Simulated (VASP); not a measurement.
SnO: single point with r2SCAN

Crystal: SnO.

```
Sn O
1.0
     3.34858   -0.09301   -0.16406
    -0.15730    5.88686   -0.11608
    -0.20645   -0.08637    3.82554
Sn O
2 2
Direct
  0.00581 0.24390 0.51156
  0.51307 0.76739 0.01190
  0.99775 0.89407 0.72605
  0.48337 0.09465 0.25049
```

This cell differs from its parent crystal: atoms moved at random and the cell strained at random.

```
Program                : VASP 6.6.1
Task                   : single point
Functional             : r2SCAN
Potentials or basis    : VASP PAW PBE potentials, release 64 (Sn_d, O)
Cutoff                 : 520 eV
k mesh                 : 8 × 6 × 6
Occupations            : gaussian, width 0.05 eV
Spin                   : no spin polarisation
Dipole correction      : no
Further INCAR settings : ALGO = Normal; EDIFF = 1e-06; NBANDS = 28
```

```json
{
 "Pressure": "-0.2 GPa",
 "Largest force": "1.272 eV/Å",
 "Band gap on the k mesh": "1.47 eV, indirect (least direct gap 2.36 eV)"
}
```

Forces on the atoms (eV/Å):
```
Sn   0.510 -1.083  0.431
Sn  -0.041  0.308 -0.272
O   -0.398  0.161  0.004
O   -0.071  0.613 -0.164
```

Stress tensor (GPa, compression positive):
```
 0.29  2.63  4.09
 2.63 -2.74  2.88
 4.09  2.88  1.75
```

Levels at points of the mesh, in eV from the valence-band top:
| k point | band 16 | band 17 | band 18 | band 19 | band 20 | band 21 | band 22 | band 23 | band 24 | band 25 |
| --- | --- | --- | --- | --- | --- | --- | --- | --- | --- | --- |
| (0.00, 0.00, 0.00) | -4.20 | -3.91 | -2.95 | -2.14 | 0.00 | 3.17 | 3.46 | 6.34 | 6.86 | 8.06 |
| (0.50, 0.00, 0.00) | -4.42 | -3.10 | -2.69 | -1.99 | -1.33 | 2.86 | 2.94 | 5.74 | 6.20 | 7.40 |
| (0.00, 0.50, 0.00) | -4.32 | -3.94 | -2.96 | -2.00 | -1.90 | 3.84 | 4.73 | 5.37 | 5.82 | 7.16 |
| (0.50, 0.50, 0.00) | -4.27 | -3.05 | -2.69 | -1.82 | -1.25 | 2.05 | 2.40 | 6.49 | 7.10 | 7.67 |
| (0.00, 0.00, 0.50) | -3.97 | -3.77 | -3.32 | -2.02 | -1.55 | 2.16 | 2.72 | 5.63 | 5.97 | 8.45 |
| (0.50, 0.00, 0.50) | -4.20 | -3.79 | -3.22 | -1.65 | -0.89 | 1.47 | 2.42 | 4.23 | 5.01 | 7.17 |
| (0.00, 0.50, 0.50) | -3.66 | -3.35 | -3.00 | -1.87 | -1.68 | 1.61 | 2.14 | 5.66 | 6.47 | 8.39 |
| (0.50, 0.50, 0.50) | -4.32 | -4.10 | -3.35 | -0.83 | -0.64 | 1.99 | 2.80 | 3.80 | 4.27 | 6.37 |

It took 8.9 min on 1 thread of Intel(R) Xeon(R) 6975P-C (Granite Rapids), on a shared host, peak memory 0.37 GiB.

Caveat: the cell differs from its parent crystal (atoms moved at random and the cell strained at random); the PAW data sets were made with another functional, which shifts forces and pressure a little; spin-orbit coupling is left out, which moves the levels of the heavy elements. A k mesh can miss the band edges.
